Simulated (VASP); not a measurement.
A run of VASP 6.6.1 is set up as follows.

INCAR

```
SYSTEM = HfF2
  PREC = Accurate
  ENCUT = 520
  EDIFF = 1E-6
  ISMEAR = 0
  SIGMA = 0.1
  LREAL = .False.
  LASPH = .True.
  NELM = 100
  ALGO = Normal
  ISIF = 2
  LWAVE = .False.
  LCHARG = .True.
  GGA = PE
  LELF = .True.
  LVHAR = .True.
  NBANDS = 19
```

The input KPOINTS:

```
regular mesh
0
Gamma
  16 16 16
  0 0 0
```

POSCAR

```
HfF2
1.0
   -2.0051105985      2.0051105985      2.3978947398
    2.0051105985     -2.0051105985      2.3978947398
    2.0051105985      2.0051105985     -2.3978947398
Hf F
1 2
Direct
    0.0000000000      0.0000000000      0.0000000000
    0.7500000000      0.2500000000      0.5000000000
    0.2500000000      0.7500000000      0.5000000000
```

Potentials or basis: VASP PAW PBE potentials, release 64 (Hf_pv, F).

The run is started by

```console
$ cat potpaw_PBE.64/Hf_pv/POTCAR potpaw_PBE.64/F/POTCAR > POTCAR
$ mpirun -np 1 vasp_std > vasp.out
```

(1) Estimate the pressure.

(2) Predict the band gap on the k mesh.

Results:

(1) -2.2 GPa.

(2) zero (bands 12 and 13 overlap by 1.10 eV).

Caveat: spin-orbit coupling is left out, which moves the levels of the heavy elements.
